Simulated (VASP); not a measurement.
# K16I3Br13 (P1) in VASP: single point with PBEsol

Aim: the single point of K16I3Br13 with PBEsol.

Everything below comes from runs of VASP 6.6.1. Logs are shortened: lines on timing, memory, paths and dates and some standing lists are left out, and cuts for length are marked.

### Step 1. The cell of the first run

The typed cell holds 64 atoms: a = 13.290 Å, b = 13.290 Å, c = 13.290 Å, α = 90.00°, β = 90.00°, γ = 90.00°.

### Step 2. Single point, PBEsol

INCAR

```
PREC = Accurate
ENCUT = 500
EDIFF = 1E-6
ISMEAR = -1
SIGMA = 0.05
LREAL = Auto
LASPH = True
NELM = 120
ALGO = Normal
ISIF = 2
LWAVE = False
LCHARG = False
GGA = PS
NBANDS = 294
ISYM = -1
GGA_COMPAT = False
```

KPOINTS

```
explicit points
1
Reciprocal
  0.25000000   0.25000000   0.25000000 1
```

POSCAR

```
K16I3Br13
1.0
   13.2904078812      0.0000000000      0.0000000000
    0.0000000000     13.2904078812      0.0000000000
    0.0000000000      0.0000000000     13.2904078812
Br I K
26 6 32
Direct
    0.2493160000      0.0006310000      0.9995550000
    0.2484300000      0.0017790000      0.4997930000
    0.2499790000      0.4988460000      0.0004810000
    0.2492680000      0.4979570000      0.4985580000
    0.7520170000      0.0007770000      0.5007650000
    0.7498510000      0.4994470000      0.9995290000
    0.7509440000      0.4988760000      0.4996290000
    0.0017330000      0.2504220000      0.9988290000
    0.0010200000      0.2496640000      0.5006670000
    0.0009360000      0.7485350000      0.0013120000
    0.0002100000      0.7497220000      0.4980020000
    0.4982140000      0.2512420000      0.9981680000
    0.4991190000      0.2504710000      0.5016120000
    0.4991610000      0.7476260000      0.0007560000
    0.0015730000      0.9984450000      0.2506420000
    0.0008130000      0.0016190000      0.7489430000
    0.0008740000      0.5004120000      0.2495160000
    0.0000050000      0.4977100000      0.7495630000
    0.4989530000      0.0026110000      0.7498790000
    0.4990510000      0.4997020000      0.2485660000
    0.4998440000      0.4969680000      0.7505000000
    0.2491030000      0.2505970000      0.2497030000
    0.2500680000      0.2498730000      0.7499250000
    0.2484060000      0.7491210000      0.2489710000
    0.7501710000      0.2504980000      0.7491020000
    0.7520030000      0.7478520000      0.2499040000
    0.7502090000      0.9992820000      0.9996090000
    0.5005300000      0.7496170000      0.4995780000
    0.4997230000      0.9994930000      0.2498070000
    0.2498250000      0.7500260000      0.7499530000
    0.7499520000      0.2498250000      0.2501590000
    0.7501690000      0.7497570000      0.7498940000
    0.0070260000      0.9995910000      0.9987710000
    0.0009270000      0.0006240000      0.5008570000
    0.0008780000      0.4994470000      0.9993050000
    0.9998850000      0.4987200000      0.4996540000
    0.4923630000      0.0004170000      0.9924100000
    0.4993010000      0.0073020000      0.5072920000
    0.4990810000      0.4986540000      0.9984340000
    0.5000960000      0.4928290000      0.5006850000
    0.2500070000      0.2505970000      0.9998830000
    0.2491390000      0.2498410000      0.4995640000
    0.2494160000      0.7487970000      0.0072600000
    0.2428580000      0.7498650000      0.4914980000
    0.7498750000      0.2568870000      0.9931070000
    0.7508350000      0.2506040000      0.5061170000
    0.7511450000      0.7420640000      0.0073030000
    0.7577790000      0.7488890000      0.4926620000
    0.2433830000      0.9997830000      0.2508390000
    0.2489340000      0.0074450000      0.7484310000
    0.2491480000      0.4999160000      0.2497480000
    0.2498870000      0.4922730000      0.7491020000
    0.7580590000      0.9922500000      0.2578810000
    0.7506990000      0.0071480000      0.7425960000
    0.7506220000      0.5054450000      0.2508170000
    0.7498840000      0.4930660000      0.7484390000
    0.0066780000      0.2504840000      0.2495920000
    0.0007770000      0.2496660000      0.7500080000
    0.0010930000      0.7486430000      0.2485070000
    0.9999660000      0.7496110000      0.7507760000
    0.4922680000      0.2569950000      0.2487460000
    0.4991460000      0.2505220000      0.7510250000
    0.4995620000      0.7422340000      0.2425860000
    0.5000370000      0.7488560000      0.7579760000
```

Potentials or basis: VASP PAW PBE potentials, release 64 (Br, I, K_sv).

On the command line:

```
> cat potpaw_PBE.64/Br/POTCAR potpaw_PBE.64/I/POTCAR potpaw_PBE.64/K_sv/POTCAR > POTCAR
> mpirun -np 1 vasp_std > vasp.out
```

OUTCAR:

```text
PREC = Accurate
   ENCUT = 500
   EDIFF = 1E-6
   ISMEAR = -1
   LREAL = Auto
   LASPH = True
   NELM = 120
   ISIF = 2
   GGA = PS
   ISYM = -1

 ion  position               nearest neighbor table
   1  0.249  0.001  1.000-  33 3.22  37 3.23
   2  0.248  0.002  0.500-  34 3.29  42 3.30
   3  0.250  0.499  0.000-  41 3.30
   4  0.249  0.498  0.499-  42 3.30
   5  0.752  0.001  0.501-  54 3.22  53 3.23
   6  0.750  0.499  1.000-  45 3.22  47 3.23
   7  0.751  0.499  0.500-  46 3.30
   8  0.002  0.250  0.999-  41 3.30
   9  0.001  0.250  0.501-  42 3.30
  10  0.001  0.749  0.001-  59 3.29
  11  0.000  0.750  0.498-  48 3.22  44 3.23
  12  0.498  0.251  0.998-  62 3.28  39 3.29  41 3.30
  13  0.499  0.250  0.502-  40 3.22  38 3.23
  14  0.499  0.748  0.001-  63 3.21  64 3.23
  15  0.002  0.998  0.251-  49 3.21  53 3.24
  16  0.001  0.002  0.749-  58 3.30  34 3.30  50 3.30
  17  0.001  0.500  0.250-  59 3.30  51 3.30
  18  0.000  0.498  0.750-  58 3.30
  19  0.499  0.003  0.750-  37 3.22  38 3.22  62 3.29
  20  0.499  0.500  0.249-  63 3.22  61 3.23
  21  0.500  0.497  0.751-  62 3.28  39 3.30
  22  0.249  0.251  0.250-  57 3.22  61 3.23
  23  0.250  0.250  0.750-  52 3.22  50 3.22
  24  0.248  0.749  0.249-  43 3.21  44 3.22  59 3.29
  25  0.750  0.250  0.749-  56 3.22  46 3.23  54 3.24  45 3.24
  26  0.752  0.748  0.250-  55 3.22  47 3.23  48 3.23  53 3.25
  27  0.750  0.999  1.000-  33 3.41  54 3.42  47 3.42  45 3.42  37 3.43  53 3.44
  28  0.501  0.750  0.500-  40 3.41  63 3.42  48 3.42  44 3.43  38 3.43  64 3.43
  29  0.500  0.999  0.250-  49 3.41  63 3.42  37 3.42  38 3.42  61 3.42  53 3.44
  30  0.250  0.750  0.750-  60 3.32  64 3.33  43 3.42  50 3.42  52 3.43  44 3.44
  31  0.750  0.250  0.250-  55 3.40  46 3.40  57 3.41  45 3.42  61 3.43  53 3.43
  32  0.750  0.750  0.750-  60 3.32  64 3.33  56 3.41  48 3.42  54 3.42  47 3.42
  33  0.007  1.000  0.999-   1 3.22  27 3.41
  34  0.001  0.001  0.501-   2 3.29  16 3.30
  35  0.001  0.499  0.999-
  36  1.000  0.499  0.500-
  37  0.492  0.000  0.992-  19 3.22   1 3.23  29 3.42  27 3.43
  38  0.499  0.007  0.507-  19 3.22  13 3.23  29 3.42  28 3.43
  39  0.499  0.499  0.998-  12 3.29  21 3.30
  40  0.500  0.493  0.501-  13 3.22  28 3.41
  41  0.250  0.251  1.000-  12 3.30   3 3.30   8 3.30
  42  0.249  0.250  0.500-   2 3.30   4 3.30   9 3.30
  43  0.249  0.749  0.007-  24 3.21  30 3.42
  44  0.243  0.750  0.491-  24 3.22  11 3.23  28 3.43  30 3.44
  45  0.750  0.257  0.993-   6 3.22  25 3.24  31 3.42  27 3.42
  46  0.751  0.251  0.506-  25 3.23   7 3.30  31 3.40
  47  0.751  0.742  0.007-  26 3.23   6 3.23  27 3.42  32 3.42
  48  0.758  0.749  0.493-  11 3.22  26 3.23  28 3.42  32 3.42
  49  0.243  1.000  0.251-  15 3.21  29 3.41
  50  0.249  0.007  0.748-  23 3.22  16 3.30  30 3.42
[... 200 lines left out ...]
   ISIF   =      2    stress and relaxation
   ISYM   =     -1    0-nonsym 1-usesym 2-fastsym
   POTIM  = 0.5000    time-step for ionic-motion
   TEBEG  =    0.0;   TEEND  =   0.0 temperature during run
   PSTRESS=    0.0 pullay stress
   NELECT =     512.0000    total number of electrons
   NUPDOWN=      -1.0000    fix difference up-down
   EMIN   =  10.00;   EMAX   =-10.00  energy-range for DOS
   EFERMI =   0.00;   METHOD = LEGACY
   ISMEAR =    -1;   SIGMA  =   0.05  broadening in eV -4-tet -1-fermi 0-gaus
   EFERMI_NEDOS =   21; number of points for ismear=-14 and -15
   IALGO  =     38    algorithm
   IMIX   =      4    mixing-type and parameters
     AMIX     =   0.40;   BMIX     =  1.00
     AMIX_MAG =   1.60;   BMIX_MAG =  1.00
  volume/ion in A,a.u.               =      36.68       247.53
  Fermi-wavevector in a.u.,A,eV,Ry     =   0.985432  1.862196 13.212285  0.971076
  Thomas-Fermi vector in A             =   2.116738
   LORBIT       =      0    0 simple, 1 ext, 2 COOP (PROOUT), +10 PAW based schemes
   GGA     = PS    functional components
   LHFCALC =     F    Hartree Fock is set to
   AEXX    =    0.0000 exact exchange contribution
   IVDW    =     0    specifies the selected vdW correction
   LEPSILON=     F    determine dielectric tensor
   LRPA    =     F    only Hartree local field effects (RPA)
 non-spin polarized calculation
  energy-cutoff  :      500.00
  volume of cell :     2347.55
 maximum number of plane-waves:     59578
 NGX is ok and might be reduce to    96
   NGX = 49   NGY = 49   NGZ = 49

 number of electron     512.0000014 magnetization

 Free energy of the ion-electron system (eV)
  ---------------------------------------------------
  ext. energy  EPLUGINS =         0.00000000
  ---------------------------------------------------
  free energy    TOTEN  =      -202.48614272 eV

  energy without entropy =     -202.48614272  energy(sigma->0) =     -202.48614272

 E-fermi :   0.0933     XC(G=0):  -7.5881

 val. band max:       -1.2271435866   @ k =   0.2500   0.2500   0.2500
 cond. band min:       3.1682450365   @ k =   0.2500   0.2500   0.2500
 fundamental gap:      4.3953886231
 Fermi energy:         0.0932919654

 k-point     1 :       0.2500    0.2500    0.2500
  band No.  band energies     occupation
      1     -29.2125      2.00000
      2     -29.2091      2.00000
      3     -29.2064      2.00000
      4     -29.2053      2.00000
      5     -29.2043      2.00000
      6     -29.2005      2.00000
[... 260 lines left out ...]
    267       4.5957      0.00000
    268       4.6046      0.00000
 [bands above 268 left out]

------------------------ aborting loop because EDIFF is reached ----------------------------------------

  FORCE on cell =-STRESS in cart. coord.  units (eV):
  Direction    XX          YY          ZZ          XY          YZ          ZX
  --------------------------------------------------------------------------------------
  -------------------------------------------------------------------------------------
  Total        0.7476330      0.3407570      0.3114053     -0.1005476     -0.1033973     -0.0317021
  in kB        0.5102513      0.2325629      0.2125307     -0.0686226     -0.0705675     -0.0216364
  external PRESSURE =       0.3184483 kB  Pullay stress =       0.0000000 kB

 VOLUME and BASIS-vectors are now :
 -----------------------------------------------------------------------------
  energy-cutoff  :      500.00
  volume of cell :     2347.55
      direct lattice vectors                 reciprocal lattice vectors
    13.290407881  0.000000000  0.000000000     0.075242236  0.000000000  0.000000000
     0.000000000 13.290407881  0.000000000     0.000000000  0.075242236  0.000000000
     0.000000000  0.000000000 13.290407881     0.000000000  0.000000000  0.075242236

 POSITION                                       TOTAL-FORCE (eV/Angst)
 -----------------------------------------------------------------------------------
      3.31351      0.00839     13.28449        -0.003872     -0.001708      0.003429
      3.30174      0.02364      6.64245        -0.000191     -0.004704     -0.003642
      3.32232      6.62987      0.00639         0.000949      0.003148     -0.001974
      3.31287      6.61805      6.62604        -0.002629      0.005684      0.001676
      9.99461      0.01033      6.65537         0.000399     -0.002993      0.000338
      9.96583      6.63785     13.28415         0.000774      0.002865      0.000164
[... 56 lines left out ...]
      6.63938      9.86459      3.22407        -0.003157      0.001787     -0.003124
      6.64570      9.95260     10.07381         0.003162      0.001508      0.003341
 -----------------------------------------------------------------------------------
    total drift:                                0.002795     -0.008975      0.003984

  FREE ENERGIE OF THE ION-ELECTRON SYSTEM (eV)
  ---------------------------------------------------
  free  energy   TOTEN  =      -202.4861427194 eV

  energy  without entropy=     -202.4861427194  energy(sigma->0) =     -202.48614272
```

It took 24 min on 1 thread of Intel Xeon Platinum 8259CL at 2.50GHz (Skylake/Cascade Lake), shared host; peak memory 1.9 GiB.

What came out:

| Property | Result |
| --- | --- |
| Free energy | -202.4861 eV |
| Pressure | 0.0 GPa |
| Largest force | 0.012 eV/Å |
| Band gap on the k mesh | 4.40 eV |

Forces in eV/Å, atoms in the order of the input:
```
Br  -0.004 -0.002  0.003
Br   0.000 -0.005 -0.004
Br   0.001  0.003 -0.002
Br  -0.003  0.006  0.002
Br   0.000 -0.003  0.000
Br   0.001  0.003  0.000
Br  -0.001  0.001  0.002
Br  -0.002  0.000  0.004
Br  -0.005  0.000 -0.002
Br   0.002  0.002 -0.002
Br   0.000 -0.001  0.001
Br   0.001  0.001  0.001
Br   0.002  0.005  0.001
Br   0.000  0.000 -0.001
Br   0.003  0.002  0.002
Br  -0.003 -0.007  0.001
Br  -0.003  0.001  0.001
Br  -0.004  0.008 -0.002
Br   0.004 -0.004 -0.001
Br   0.003  0.000  0.004
Br   0.005  0.008 -0.001
Br  -0.003  0.000  0.000
Br  -0.002  0.000 -0.003
Br   0.005 -0.003 -0.003
Br  -0.005  0.003 -0.002
Br  -0.001 -0.001  0.000
I   -0.002  0.004  0.003
I   -0.004 -0.002  0.002
I    0.001 -0.001 -0.001
I   -0.005 -0.002 -0.005
I   -0.001 -0.006  0.002
I    0.006 -0.009 -0.004
K   -0.002 -0.001 -0.004
K    0.001  0.001  0.003
K   -0.001  0.000 -0.001
K    0.004  0.001  0.004
K    0.001 -0.001 -0.004
K    0.001  0.002  0.002
K    0.000  0.000  0.000
K    0.000 -0.001  0.001
K    0.000 -0.003  0.002
K    0.003 -0.001  0.000
K   -0.001  0.001  0.008
K    0.004  0.002 -0.006
K    0.000 -0.005  0.001
K    0.002 -0.002 -0.004
K   -0.004  0.001  0.004
K   -0.004  0.002 -0.004
K    0.001  0.001  0.001
K    0.003  0.010 -0.001
K    0.001  0.000  0.002
K    0.002 -0.006  0.001
K    0.000 -0.007  0.002
K    0.000  0.005 -0.001
K    0.002  0.002  0.001
K    0.000 -0.001 -0.001
K    0.003 -0.003 -0.005
K    0.002 -0.001  0.002
K   -0.003  0.001 -0.002
K   -0.002  0.004  0.003
K   -0.001 -0.003 -0.004
K    0.000 -0.002  0.000
K   -0.003  0.002 -0.003
K    0.003  0.002  0.003
```

Caveat: the PAW data sets were made with another functional, which shifts forces and pressure a little; spin-orbit coupling is left out, which moves the levels of the heavy elements; a shifted mesh leaves out Γ, where band edges can lie. A k mesh can miss the band edges.
